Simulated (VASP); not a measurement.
# AlN: single point with LDA

The system is AlN.

```xyz
4
Lattice="3.0631 0.0000 0.0000 -1.5316 2.6527 0.0000 0.0000 0.0000 4.9027" Properties=species:S:1:pos:R:3 pbc="T T T"
Al    0.0000    1.8026    0.0075
Al    1.5316    0.8501    2.4588
N     0.0000    1.7380    1.8801
N     1.5316    0.9147    4.3315
```

```yaml
Program: VASP 6.6.1
Task: single point
Functional: LDA
Potentials_or_basis: VASP PAW LDA potentials, release 64 (Al, N)
Cutoff: 520 eV
k_mesh: 9 × 9 × 6
Occupations: gaussian, width 0.05 eV
Spin: no spin polarisation
Dipole_correction: no
Further_INCAR_settings: ALGO = Normal; EDIFF = 1e-06; NBANDS = 16
```

```json
{
 "Pressure": "6.2 GPa",
 "Largest force": "0.203 eV/Å",
 "Band gap on the k mesh": "4.63 eV, direct"
}
```

Forces on the atoms (eV/Å):
```
Al   0.000 -0.203 -0.002
Al   0.000  0.203 -0.002
N    0.000  0.080  0.002
N    0.000 -0.080  0.002
```

Stress tensor (GPa, compression positive):
```
6.45 0.00 0.00
0.00 6.18 0.00
0.00 0.00 5.92
```

Levels at points of the mesh, in eV from the valence-band top:
```csv
k point,band 4,band 5,band 6,band 7,band 8,band 9,band 10,band 11,band 12,band 13
"(0.00, 0.00, 0.00)",-0.92,-0.89,-0.30,-0.19,0.00,4.63,6.94,10.83,11.13,11.42
"(0.00, 0.00, 0.50)",-3.42,-0.60,-0.60,-0.57,-0.57,6.81,6.81,10.51,10.51,11.60
```

Wall time 55 s on 1 thread of Intel Xeon 8259CL (shared host), peak memory 0.17 GiB.

A k mesh can miss the band edges. LDA gaps usually lie below the measured ones, often by a third to a half.
